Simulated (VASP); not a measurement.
The system is K2S.

```
K S
1.0
     0.00000    3.70272    3.70272
     3.70272    0.00000    3.70272
     3.70272    3.70272    0.00000
K S
2 1
Cartesian
  1.8514 1.8514 1.8514
  5.5541 5.5541 5.5541
  0.0000 0.0000 0.0000
```

Base run:

```yaml
Program: VASP 6.6.1
Functional: r2SCAN
Potentials_or_basis: VASP PAW PBE potentials, release 64 (K_sv, S)
Cutoff: 550 eV
k_mesh: 4 × 4 × 4
Occupations: gaussian, width 0.01 eV
Spin: no spin polarisation
```

Its results: band gap on the k mesh 2.76 eV, indirect (least direct gap 2.95 eV); pressure 0.0 GPa.

Q: The run is repeated on the same cell with these changes: functional from r2SCAN to PBE; cutoff from 550 eV to 500 eV. What comes out?

A: Band gap on the k mesh 2.38 eV, indirect (least direct gap 2.57 eV); pressure 0.5 GPa.

r2SCAN gives the wider gap, since meta-GGAs in the generalised Kohn-Sham scheme recover part of the derivative discontinuity.

Caveats: the PAW data sets were made with another functional, which shifts forces and pressure a little (some runs).

A k mesh can miss the band edges.
